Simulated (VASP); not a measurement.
# MgSb2 (Cmcm) in VASP: further runs

MgSb2 is run at these levels: PBEsol; tasks: single point.

All numbers are computed with VASP 6.6.1; they aren't measurements. Logs are shortened: lines on timing, memory, paths and dates and some standing lists are left out, and cuts for length are marked.

**1. The cell of the first run**

It takes space group Cmcm (No. 63, orthorhombic). Conventional cell: a = 9.236 Å, b = 5.782 Å, c = 5.512 Å, α = 90.00°, β = 90.00°, γ = 90.00°. Mg (site symmetry m2m) has 10 Sb at 3.09 to 3.35 Å and 2 Mg at 3.48 Å within 4.1 Å. Sb (site symmetry m) has 7 Sb at 3.06 to 3.59 Å and 5 Mg at 3.09 to 3.35 Å within 4.0 Å.

**2. Single point, PBEsol**

Contents of INCAR:

```
SYSTEM = MgSb2
PREC     = Accurate       ! precision mode
ENCUT    = 520            ! plane-wave cutoff, eV
EDIFF    = 1E-6           ! SCF threshold, eV
ISMEAR   = -1             ! smearing method
SIGMA    = 0.1            ! smearing width, eV
LREAL    = .FALSE.        ! projectors in reciprocal space
LASPH    = .TRUE.         ! aspherical terms in the spheres
NELM     = 60             ! most SCF steps
ALGO     = Normal         ! electronic algorithm
ISIF     = 2              ! what is computed and relaxed
LWAVE    = .FALSE.        ! write WAVECAR
LCHARG   = .FALSE.        ! write CHGCAR
GGA      = PS             ! functional
NBANDS   = 21             ! bands
```

Contents of KPOINTS:

```
Automatic mesh
0
G
  4 4 4
  0 0 0
```

Contents of POSCAR:

```
MgSb2
1.0
    4.6179839375     -2.8912117240      0.0000000000
    4.6179839375      2.8912117240      0.0000000000
    0.0000000000      0.0000000000      5.5118985866
Mg Sb
2 4
Direct
    0.3158800000      0.6841200000      0.7500000000
    0.6841200000      0.3158800000      0.2500000000
    0.6345700000      0.0337800000      0.7500000000
    0.9662200000      0.3654300000      0.7500000000
    0.0337800000      0.6345700000      0.2500000000
    0.3654300000      0.9662200000      0.2500000000
```

Potentials or basis: VASP PAW PBE potentials, release 64 (Mg, Sb).

The run is started by

```
$ cat potpaw_PBE.64/Mg/POTCAR potpaw_PBE.64/Sb/POTCAR > POTCAR
$ mpirun -np 1 vasp_std > vasp.out
```

OUTCAR:

```text
SYSTEM = MgSb2
   PREC = Accurate
   ENCUT = 520
   EDIFF = 1E-6
   ISMEAR = -1
   LREAL = .FALSE.
   LASPH = .TRUE.
   NELM = 60
   ISIF = 2
   GGA = PS

 ion  position               nearest neighbor table
   1  0.316  0.684  0.750-   3 3.09   4 3.09   4 3.19   3 3.19   6 3.22   5 3.22   6 3.22   5 3.22
                             4 3.35   3 3.35   2 3.48   2 3.48
   2  0.684  0.316  0.250-   5 3.09   6 3.09   6 3.19   5 3.19   4 3.22   3 3.22   4 3.22   3 3.22
                             5 3.35   6 3.35   1 3.48   1 3.48
   3  0.635  0.034  0.750-   4 3.06   1 3.09   1 3.19   6 3.22   6 3.22   2 3.22   2 3.22   4 3.28
                             4 3.28   1 3.35   5 3.59   5 3.59
   4  0.966  0.365  0.750-   3 3.06   1 3.09   1 3.19   5 3.22   5 3.22   2 3.22   2 3.22   3 3.28
                             3 3.28   1 3.35   6 3.59   6 3.59
   5  0.034  0.635  0.250-   6 3.06   2 3.09   2 3.19   4 3.22   4 3.22   1 3.22   1 3.22   6 3.28
                             6 3.28   2 3.35   3 3.59   3 3.59
   6  0.365  0.966  0.250-   5 3.06   2 3.09   2 3.19   3 3.22   3 3.22   1 3.22   1 3.22   5 3.28
                             5 3.28   2 3.35   4 3.59   4 3.59

  LATTYP: Found a base centered orthorhombic cell.
 ALAT       =     5.7824234480
 B/A-ratio  =     1.5972486204
 C/A-ratio  =     0.9532160064

  Lattice vectors:

 A1 = (  -4.6179839375,  -2.8912117240,   0.0000000000)
 A2 = (   4.6179839375,  -2.8912117240,   0.0000000000)
 A3 = (   0.0000000000,   0.0000000000,   5.5118985866)

Analysis of symmetry for initial positions (statically):
=====================================================================
 Subroutine PRICEL returns:
 Original cell was already a primitive cell.

 Routine SETGRP: Setting up the symmetry group for a
 base centered orthorhombic supercell.

 Subroutine GETGRP returns: Found  8 space group operations
 (whereof  4 operations were pure point group operations)
 out of a pool of  8 trial point group operations.

The static configuration has the point symmetry C_2h.
 The point group associated with its full space group is D_2h.

Analysis of symmetry for dynamics (positions and initial velocities):
=====================================================================
 Subroutine PRICEL returns:
 Original cell was already a primitive cell.

 Routine SETGRP: Setting up the symmetry group for a
 base centered orthorhombic supercell.

 Subroutine GETGRP returns: Found  8 space group operations
 (whereof  4 operations were pure point group operations)
 out of a pool of  8 trial point group operations.

The dynamic configuration has the point symmetry C_2h.
 The point group associated with its full space group is D_2h.

 Subroutine INISYM returns: Found  8 space group operations
 (whereof  4 operations are pure point group operations),
 and found     1 'primitive' translations

----------------------------------------------------------------------------------------

                                     Primitive cell

  volume of cell :     147.1850

  direct lattice vectors                    reciprocal lattice vectors
     4.617983938 -2.891211724  0.000000000     0.108272356 -0.172937871  0.000000000
     4.617983938  2.891211724  0.000000000     0.108272356  0.172937871  0.000000000
     0.000000000  0.000000000  5.511898587     0.000000000  0.000000000  0.181425689

  length of vectors
     5.448383327  5.448383327  5.511898587     0.204035316  0.204035316  0.181425689

  position of ions in fractional coordinates (direct lattice)
     0.315880000  0.684120000  0.750000000
     0.684120000  0.315880000  0.250000000
     0.634570000  0.033780000  0.750000000
     0.966220000  0.365430000  0.750000000
     0.033780000  0.634570000  0.250000000
     0.365430000  0.966220000  0.250000000

  ion indices of the primitive-cell ions
   primitive index   ion index
                 1           1
                 2           2
                 3           3
                 4           4
                 5           5
                 6           6

----------------------------------------------------------------------------------------

 KPOINTS: Automatic mesh

Automatic generation of k-mesh.
 Grid dimensions read from file:
 generate k-points for:    4    4    4

 Generating k-lattice:

  Cartesian coordinates                     Fractional coordinates (reciprocal lattice)
     0.027068089 -0.043234468  0.000000000     0.250000000  0.000000000  0.000000000
     0.027068089  0.043234468  0.000000000     0.000000000  0.250000000  0.000000000
     0.000000000  0.000000000  0.045356422     0.000000000  0.000000000  0.250000000

  Length of vectors
     0.051008829  0.051008829  0.045356422

  Shift w.r.t. Gamma in fractional coordinates (k-lattice)
     0.000000000  0.000000000  0.000000000

 Subroutine IBZKPT returns following result:
 ===========================================

 Found     21 irreducible k-points:

 Following reciprocal coordinates:
            Coordinates               Weight
  0.000000  0.000000  0.000000      1.000000
  0.250000  0.000000  0.000000      4.000000
  0.500000  0.000000  0.000000      2.000000
  0.250000  0.250000  0.000000      2.000000
  0.500000  0.250000  0.000000      4.000000
 -0.250000  0.250000  0.000000      2.000000
[... 13 lines left out ...]
 -0.250000  0.250000  0.500000      2.000000
  0.500000  0.500000  0.500000      1.000000
   k-points           NKPTS =     21   k-points in BZ     NKDIM =     21   number of bands    NBANDS=     21
   number of dos      NEDOS =    301   number of ions     NIONS =      6
   total plane-waves  NPLWV =  74088
   dimension x,y,z NGX =    42 NGY =   42 NGZ =   42
   dimension x,y,z NGXF=    84 NGYF=   84 NGZF=   84
   ions per type =               2   4
   NGX,Y,Z   is equivalent  to a cutoff of  12.82, 12.82, 12.67 a.u.
   NGXF,Y,Z  is equivalent  to a cutoff of  25.63, 25.63, 25.34 a.u.
 SYSTEM =  MgSb2
   PREC   = accura    normal or accurate (medium, high low for compatibility)
   ISTART =      0    job   : 0-new  1-cont  2-samecut
   ICHARG =      2    charge: 1-file 2-atom 10-const
   ISPIN  =      1    spin polarized calculation?
   LNONCOLLINEAR =      F non collinear calculations
   LSORBIT =      F    spin-orbit coupling
   LASPH  =      T    aspherical Exc in radial PAW
   ENCUT  =  520.0 eV  38.22 Ry    6.18 a.u.  10.13 10.13 10.25*2*pi/ulx,y,z
   NELM   =     60;   NELMIN=  2; NELMDL= -5     # of ELM steps
   EDIFF  = 0.1E-05   stopping-criterion for ELM
   LREAL  =      F    real-space projection
   EDIFFG = 0.1E-04   stopping-criterion for IOM
   NSW    =      0    number of steps for IOM
   IBRION =     -1    ionic relax: 0-MD 1-quasi-New 2-CG
   NFREE  =      0    steps in history (QN), initial steepest desc. (CG)
   ISIF   =      2    stress and relaxation
   ISYM   =      2    0-nonsym 1-usesym 2-fastsym
   POTIM  = 0.5000    time-step for ionic-motion
   TEBEG  =    0.0;   TEEND  =   0.0 temperature during run
   PSTRESS=    0.0 pullay stress
   NELECT =      24.0000    total number of electrons
   NUPDOWN=      -1.0000    fix difference up-down
   EMIN   =  10.00;   EMAX   =-10.00  energy-range for DOS
   EFERMI =   0.00;   METHOD = LEGACY
   ISMEAR =    -1;   SIGMA  =   0.10  broadening in eV -4-tet -1-fermi 0-gaus
   EFERMI_NEDOS =   21; number of points for ismear=-14 and -15
   IALGO  =     38    algorithm
   IMIX   =      4    mixing-type and parameters
     AMIX     =   0.40;   BMIX     =  1.00
     AMIX_MAG =   1.60;   BMIX_MAG =  1.00
  volume/ion in A,a.u.               =      24.53       165.54
  Fermi-wavevector in a.u.,A,eV,Ry     =   0.894384  1.690141 10.883612  0.799923
  Thomas-Fermi vector in A             =   2.016582
   LORBIT       =      0    0 simple, 1 ext, 2 COOP (PROOUT), +10 PAW based schemes
   GGA     = PS    functional components
   LHFCALC =     F    Hartree Fock is set to
   AEXX    =    0.0000 exact exchange contribution
   IVDW    =     0    specifies the selected vdW correction
   LEPSILON=     F    determine dielectric tensor
   LRPA    =     F    only Hartree local field effects (RPA)
 non-spin polarized calculation
  energy-cutoff  :      520.00
  volume of cell :      147.18
 maximum number of plane-waves:      3980
 NGX is ok and might be reduce to    42
   NGX = 21   NGY = 21   NGZ = 21

 number of electron      24.0000001 magnetization

 Free energy of the ion-electron system (eV)
  ---------------------------------------------------
  ext. energy  EPLUGINS =         0.00000000
  ---------------------------------------------------
  free energy    TOTEN  =       -21.83971427 eV

  energy without entropy =      -21.72342732  energy(sigma->0) =      -21.78157079

 E-fermi :   7.0473     XC(G=0):  -9.9382

 val. band max:        7.0454715627   @ k =   0.5000   0.0000   0.2500
 cond. band min:       7.0664309328   @ k =   0.5000   0.5000   0.2500
 fundamental gap:      0.0209593701
 Fermi energy:         7.0473484851

 k-point     1 :       0.0000    0.0000    0.0000
  band No.  band energies     occupation
      1      -5.2491      2.00000
      2      -2.1851      2.00000
      3      -1.1269      2.00000
      4       0.2198      2.00000
      5       1.7485      2.00000
      6       2.9806      2.00000
[... 13 lines left out ...]
     20      10.8230      0.00000
     21      11.0998      0.00000

 k-point     2 :       0.2500    0.0000    0.0000
  band No.  band energies     occupation
      1      -4.9039      2.00000
      2      -2.5170      2.00000
      3      -1.6178      2.00000
      4      -0.1689      2.00000
      5       2.1155      2.00000
      6       2.7384      2.00000
[... 13 lines left out ...]
     20      11.5543      0.00000
     21      12.1991      0.00000
[... 415 lines left out ...]
      5       1.4469      2.00000
      6       1.4469      2.00000
[... 13 lines left out ...]
     20      11.2985      0.00000
     21      12.0848      0.00000

 k-point    21 :       0.5000    0.5000    0.5000
  band No.  band energies     occupation
      1      -3.0521      2.00000
      2      -3.0521      2.00000
      3      -2.3306      2.00000
      4      -2.3306      2.00000
      5       1.9059      2.00000
      6       1.9059      2.00000
[... 13 lines left out ...]
     20      11.1605      0.00000
     21      11.8349      0.00000

------------------------ aborting loop because EDIFF is reached ----------------------------------------

  FORCE on cell =-STRESS in cart. coord.  units (eV):
  Direction    XX          YY          ZZ          XY          YZ          ZX
  --------------------------------------------------------------------------------------
  -------------------------------------------------------------------------------------
  Total        2.6095023     -0.2479384     -1.0065979      0.0000000      0.0000000      0.0000000
  in kB       28.4056505     -2.6989250    -10.9572880      0.0000000      0.0000000      0.0000000
  external PRESSURE =       4.9164792 kB  Pullay stress =       0.0000000 kB

 VOLUME and BASIS-vectors are now :
 -----------------------------------------------------------------------------
  energy-cutoff  :      520.00
  volume of cell :      147.18
      direct lattice vectors                 reciprocal lattice vectors
     4.617983938 -2.891211724  0.000000000     0.108272356 -0.172937871  0.000000000
     4.617983938  2.891211724  0.000000000     0.108272356  0.172937871  0.000000000
     0.000000000  0.000000000  5.511898587     0.000000000  0.000000000  0.181425689

 POSITION                                       TOTAL-FORCE (eV/Angst)
 -----------------------------------------------------------------------------------
      4.61798      1.06466      4.13392         0.000000      0.077570     -0.000000
      4.61798     -1.06466      1.37797         0.000000     -0.077570      0.000000
      3.08643     -1.73701      4.13392         0.341925      0.017669     -0.000000
      6.14954     -1.73701      4.13392        -0.341925      0.017669     -0.000000
      3.08643      1.73701      1.37797         0.341925     -0.017669     -0.000000
      6.14954      1.73701      1.37797        -0.341925     -0.017669     -0.000000
 -----------------------------------------------------------------------------------
    total drift:                                0.000000     -0.000000      0.000000

  FREE ENERGIE OF THE ION-ELECTRON SYSTEM (eV)
  ---------------------------------------------------
  free  energy   TOTEN  =       -21.8397142660 eV

  energy  without entropy=      -21.7234273167  energy(sigma->0) =      -21.78157079
```

It took 2.4 min on 1 thread of AMD EPYC 7R13, shared host; peak memory 0.24 GiB.

Results:

```yaml
Free_energy: -21.8397 eV
Pressure: 0.5 GPa
Largest_force: 0.342 eV/Å
Band_gap_on_the_k_mesh: zero (band 12 reaches 7.92 eV, above the bottom of band 13 at 5.67 eV)
```

Forces on the atoms (eV/Å):
```
Mg   0.000  0.078  0.000
Mg   0.000 -0.078  0.000
Sb   0.342  0.018  0.000
Sb  -0.342  0.018  0.000
Sb   0.342 -0.018  0.000
Sb  -0.342 -0.018  0.000
```

Levels at points of the mesh, in eV from the Fermi level:
```tsv
k point	band 8	band 9	band 10	band 11	band 12	band 13	band 14	band 15	band 16	band 17
(0.00, 0.00, 0.00)	-3.44	-2.50	-1.31	-1.28	-0.95	0.57	0.62	0.75	0.80	1.39
(0.50, 0.00, 0.00)	-3.71	-2.38	-2.24	-0.31	-0.07	0.29	0.49	1.97	2.05	2.90
(0.50, 0.50, 0.00)	-2.63	-2.35	-2.24	-2.13	0.15	0.79	1.39	1.75	2.40	2.68
(0.00, 0.00, 0.50)	-3.52	-2.04	-2.04	-1.75	-1.75	-1.37	-1.37	1.34	1.34	3.72
(0.50, 0.00, 0.50)	-4.21	-0.26	-0.26	0.67	0.67	1.14	1.14	1.94	1.94	2.51
(0.50, 0.50, 0.50)	-4.30	-0.49	-0.49	0.79	0.79	1.79	1.79	2.03	2.03	3.44
```

Caveat: the PAW data sets were made with another functional, which shifts forces and pressure a little; spin-orbit coupling is left out, which moves the levels of the heavy elements.

(Part 1 of 2 ends here.)
